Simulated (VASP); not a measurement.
Wanted: the native input for a VASP 6.6.1 run.

| Quantity | Value |
| --- | --- |
| Task | relaxation of the atoms |
| Functional | PBE |
| Potentials or basis | VASP PAW PBE potentials, release 64 (Al, N) |
| Cutoff | 520 eV |
| k mesh | 5 × 5 × 1 |
| Occupations | gaussian, width 0.1 eV |
| Spin | no spin polarisation |
| Dipole correction | yes |
| Atoms held fixed (from 0) | [0, 1, 2, 3, 4, 5, 6, 7, 8, 9, 10, 11] |
| Further INCAR settings | ALGO = Normal; EDIFF = 1e-06; IBRION = 2; EDIFFG = -0.025; NSW = 36 |
| Atoms held along some axes (from 0) | atom 12 along a and b |

The structure of Al12N lies in POSCAR:

```
Al12N
1.0
    5.7135165839      0.0000000000      0.0000000000
    0.0000000000      5.7135165839      0.0000000000
    0.0000000000      0.0000000000     19.6746954090
Al N
12 1
Selective dynamics
Direct
    0.2500000000      0.2500000000      0.2033068323  F F F
    0.2500000000      0.7500000000      0.2033068323  F F F
    0.7500000000      0.2500000000      0.2033068323  F F F
    0.7500000000      0.7500000000      0.2033068323  F F F
    0.0000000000      0.0000000000      0.3092728581  F F F
    0.0000000000      0.5000000000      0.3092728581  F F F
    0.5000000000      0.0000000000      0.3092728581  F F F
    0.5000000000      0.5000000000      0.3092728581  F F F
    0.2500000000      0.2500000000      0.4154928571  F F F
    0.2500000000      0.7500000000      0.4154928571  F F F
    0.7500000000      0.2500000000      0.4154928571  F F F
    0.7500000000      0.7500000000      0.4154928571  F F F
    0.2500000000      0.2500000000      0.5130801367  F F T
```

One way to write it, as run:

INCAR

```
  PREC = Accurate
  ENCUT = 520
  EDIFF = 1E-6
  ISMEAR = 0
  SIGMA = 0.1
  LREAL = False
  LASPH = True
  NELM = 60
  ALGO = Normal
  ISIF = 2
  LWAVE = False
  LCHARG = False
  LDIPOL = True
  IDIPOL = 3
  DIPOL = 0.5 0.5 0.325
  GGA = PE
  IBRION = 2
  NSW = 36
  EDIFFG = -0.025
```

KPOINTS

```
Automatic mesh
0
Gamma
  5 5 1
```

Potentials or basis: VASP PAW PBE potentials, release 64 (Al, N).

The run is started by

```sh
$ cat potpaw_PBE.64/Al/POTCAR potpaw_PBE.64/N/POTCAR > POTCAR
$ mpirun -np 1 vasp_std > vasp.out
```

It gave:

The energy gained by relaxing is 19.5 meV/atom, the ionic steps are 15 and the band gap on the k mesh is zero (an odd number of electrons rules out a gap without spin polarisation).

Wall time 20 min on 1 thread of Intel Xeon 8259CL (shared host), peak memory 0.64 GiB.
